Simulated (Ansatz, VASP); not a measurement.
Given: the input of a run of Ansatz 0.2.0 on PtSe2.

File input.yaml:

```yaml
crystal:
  lattice:
    - [3.724, 0.0, 0.0]
    - [-1.862, 3.2250786037, 0.0]
    - [0.0, 0.0, 5.062]
  atoms:
    - { symbol: Pt, position: [0.0, 0.0, 0.0] }
    - { symbol: Se, position: [0.6666666667, 0.3333333333, 0.75] }
    - { symbol: Se, position: [0.3333333333, 0.6666666667, 0.25] }
hamiltonian:
  xc:
    exchange: pbe
    correlation: pbe
    exx: { coeff: 0.5, omega: 0.2078699 }
  pseudopotentials: { kind: paw }
kpoints:
  mp_grid: { grid: [5, 5, 3] }
scf:
  occupations: { method: fermi_dirac, width: 0.05 }
output:
  forces: true
  stress: true
  eigenvalues: true
```

Potentials or basis: Ansatz PAW.

Launch:

```bash
$ ansatz run input.yaml --threads 2 --pin off --max-ram 5632MiB --backend cpu --events-out ev --progress --plain --runs-dir out
```

Set up the same calculation for VASP 6.6.1. Potentials there: VASP PAW PBE potentials, release 64 (Pt, Se).

As run (the cutoff follows the program's own potentials):

POSCAR

```
PtSe2
1.0
    3.7240000000      0.0000000000      0.0000000000
   -1.8620000000      3.2250786037      0.0000000000
    0.0000000000      0.0000000000      5.0620000000
Pt Se
1 2
Direct
    0.0000000000      0.0000000000      0.0000000000
    0.6666666667      0.3333333333      0.7500000000
    0.3333333333      0.6666666667      0.2500000000
```

Contents of INCAR.step1:

```
ALGO     = Normal         # electronic algorithm
EDIFF    = 1E-5           # SCF threshold, eV
ENCUT    = 520            # plane-wave cutoff, eV
GGA      = PE             # functional
ISIF     = 2              # what is computed and relaxed
ISMEAR   = -1             # smearing method
LASPH    = T              # aspherical terms in the spheres
LCHARG   = F              # write CHGCAR
LREAL    = F              # projectors in reciprocal space
LWAVE    = T              # write WAVECAR
NBANDS   = 18             # bands
NELM     = 80             # most SCF steps
PREC     = Accurate       # precision mode
SIGMA    = 0.05           # smearing width, eV
```

The input INCAR.step2:

```
AEXX     = 0.5            # exact-exchange fraction
ALGO     = Normal         # electronic algorithm
EDIFF    = 1E-6           # SCF threshold, eV
ENCUT    = 520            # plane-wave cutoff, eV
GGA      = PE             # functional
HFSCREEN = 0.2078699      # screening, 1/A
ISIF     = 2              # what is computed and relaxed
ISMEAR   = -1             # smearing method
ISTART   = 1            
LASPH    = T              # aspherical terms in the spheres
LCHARG   = F              # write CHGCAR
LHFCALC  = T              # exact exchange
LREAL    = F              # projectors in reciprocal space
LWAVE    = F              # write WAVECAR
NBANDS   = 18             # bands
NELM     = 80             # most SCF steps
PREC     = Accurate       # precision mode
PRECFOCK = Normal       
SIGMA    = 0.05           # smearing width, eV
```

File KPOINTS:

```
k-points
0
Gamma
  5 5 3
```

Potentials or basis: VASP PAW PBE potentials, release 64 (Pt, Se).

The run is started by

```console
$ cat potpaw_PBE.64/Pt/POTCAR potpaw_PBE.64/Se/POTCAR > POTCAR
$ cp INCAR.step1 INCAR
$ mpirun -np 1 vasp_std > vasp.out
$ cp INCAR.step2 INCAR
$ mpirun -np 1 vasp_std > vasp.out
```

Both were run:

|  | VASP | Ansatz | Ansatz less VASP |
| --- | --- | --- | --- |
| gap on the k mesh at the Fermi level (eV) | 0.68 | 0.69 | +0.014 |
| least direct gap on the mesh (eV) | 1.82 | 1.84 | +0.021 |
| pressure (GPa) | -2.1 | -1.6 | +0.49 |
| traceless stress, the component that is largest in VASP (GPa) | 2.06 | 1.87 | -0.189 |
| rms of the force components (eV/Å) | 0.190 | 0.175 | -0.0150 |

VASP's potentials were made for PBE, not for PBE-based screened hybrid. Atom by atom the forces differ by 0.015 eV/Å (rms over components). VASP's potentials hold 22 valence electrons a cell and Ansatz's 50, so a difference there can come from the potentials and not from the codes.

Spin-orbit coupling is off throughout. Noted on Ansatz's run: odd divisions of the mesh miss points on the zone boundary, where band edges often lie, so the gap on the mesh can be too wide.
